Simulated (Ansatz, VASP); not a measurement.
## PbS: VASP beside Ansatz

```
Pb S
1.0
     0.00000    2.95182    2.95182
     2.95182    0.00000    2.95182
     2.95182    2.95182    0.00000
Pb S
1 1
Direct
  0.00000 0.00000 0.00000
  0.50000 0.50000 0.50000
```

Alike in both runs: functional PBEsol; k mesh 10 × 10 × 10; occupations gaussian, width 0.02 eV; no spin polarisation.

Ansatz relaxed the structure, and its values are those at the end. VASP's run is a single point on that final structure, the one shown.

```csv
,VASP,Ansatz
version,VASP 6.6.1,Ansatz 0.2.0
potentials or method,"VASP PAW PBE potentials, release 64 (Pb_d, S), cutoff 500 eV","scalar-relativistic, plane waves, PAW"
valence electrons in the cell,20,20
```

|  | VASP | Ansatz | Ansatz less VASP |
| --- | --- | --- | --- |
| gap on the k mesh at the Fermi level (eV) | 0.20 | 0.19 | -0.006 |
| least direct gap on the mesh (eV) | 0.20 | 0.19 | -0.006 |
| pressure (GPa) | -0.1 | 0.0 | +0.06 |

VASP's potentials were made for PBE, not for PBEsol. With one functional, cell and mesh, what is left measures potentials, basis and numerics.

Neither program's run includes spin-orbit coupling.
